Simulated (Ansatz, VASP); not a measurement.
**Pt in VASP and in Ansatz**

The input INCAR:

```
PREC = Accurate
ENCUT = 600
EDIFF = 1E-6
ISMEAR = 0
SIGMA = 0.1
LREAL = F
LASPH = T
NELM = 60
ALGO = Fast
ISIF = 3
LWAVE = F
LCHARG = F
GGA = PS
IBRION = 2
NSW = 100
EDIFFG = -0.01
```

The input KPOINTS:

```
regular mesh
0
Gamma
  12 12 18
```

File POSCAR:

```
Pt
1.0
    4.4584131263      0.0000000000      0.0000000000
   -2.2292065632      3.8610990280      0.0000000000
    0.0000000000      0.0000000000      2.6800958519
Pt
3
Direct
    0.0000000000      0.0000000000      0.0000000000
    0.3333333333      0.6666666667      0.5000000000
    0.6666666667      0.3333333333      0.5000000000
```

Input for Ansatz:

```yaml
crystal:
  lattice:
    - [4.4584131263, 0.0, 0.0]
    - [-2.2292065632, 3.861099028, 0.0]
    - [0.0, 0.0, 2.6800958519]
  atoms:
    - { symbol: Pt, position: [0.0, 0.0, 0.0] }
    - { symbol: Pt, position: [0.3333333333, 0.6666666667, 0.5] }
    - { symbol: Pt, position: [0.6666666667, 0.3333333333, 0.5] }
basis:
  ecutwfc: 420
kpoints:
  mp_grid: { grid: [12, 12, 18] }
hamiltonian:
  xc: pbesol
scf:
  occupations: { method: gaussian, width: 0.1 }
output:
  forces: true
  stress: true
  eigenvalues: true
relax:
  adjacent_minimum: "off"
  f_tol: 0.01
  max_steps: 80
  cell: { stress_tol: 0.05 }
```

Alike in both runs: task relaxation of cell and atoms; functional PBEsol; k mesh 12 × 12 × 18; occupations gaussian, width 0.1 eV; no spin polarisation.

```csv
,VASP,Ansatz
version,VASP 6.6.1,Ansatz 0.2.0
potentials or method,"VASP PAW PBE potentials, release 64 (Pt), cutoff 600 eV","scalar-relativistic, plane waves, PAW"
valence electrons in the cell,30,54
```

Ansatz gave:

* gap on the k mesh at the Fermi level, each at its own relaxed structure (eV): none
* relaxed volume (Å³/atom): 15.39
* relaxed length of the cell vector where the two differ most in proportion (Å): 4.472

Q: What did VASP give for the same quantities?

A: gap on the k mesh at the Fermi level, each at its own relaxed structure (eV): none; relaxed volume (Å³/atom): 15.37; relaxed length of the cell vector where the two differ most in proportion (Å): 4.470.

VASP's potentials were made for PBE, not for PBEsol. A gap of «none» marks a metal or a gap that the smearing closes. VASP's potentials hold 30 valence electrons a cell and Ansatz's 54, so a difference there can come from the potentials and not from the codes.

Spin-orbit coupling is off throughout.
